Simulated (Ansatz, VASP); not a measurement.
## Two plane-wave programs on Ge2Sb2O

```
Ge Sb O
1.0
     3.03108    0.00000    0.00000
     0.00000    3.03108    0.00000
     0.00000    0.00000   11.70204
Ge Sb O
2 2 1
Cartesian
  1.5155 1.5155 5.8510
  1.5155 1.5155 0.0000
  1.5155 1.5155 8.8139
  1.5155 1.5155 2.8881
  0.0000 0.0000 0.0000
```

Alike in both runs: functional PBE; k mesh 6 × 6 × 2; occupations gaussian, width 0.1 eV; no spin polarisation.

Ansatz relaxed the structure, and its values are those at the end. VASP's run is a single point on that final structure, the one shown.

|  | VASP | Ansatz |
| --- | --- | --- |
| version | VASP 6.6.1 | Ansatz 0.2.0 |
| potentials or method | VASP PAW PBE potentials, release 64 (Ge_d, Sb, O), cutoff 600 eV | scalar-relativistic, plane waves, PAW |
| valence electrons in the cell | 44 | 64 |

```csv
,VASP,Ansatz,Ansatz less VASP
gap on the k mesh at the Fermi level (eV),none,none,-
pressure (GPa),0.0,0.0,-0.03
rms of the force components (eV/Å),0.002,0.004,+0.0015
```

A gap of «none» marks a metal or a gap that the smearing closes. VASP's potentials hold 44 valence electrons a cell and Ansatz's 64, so a difference there can come from the potentials and not from the codes.

Spin-orbit coupling is off throughout.
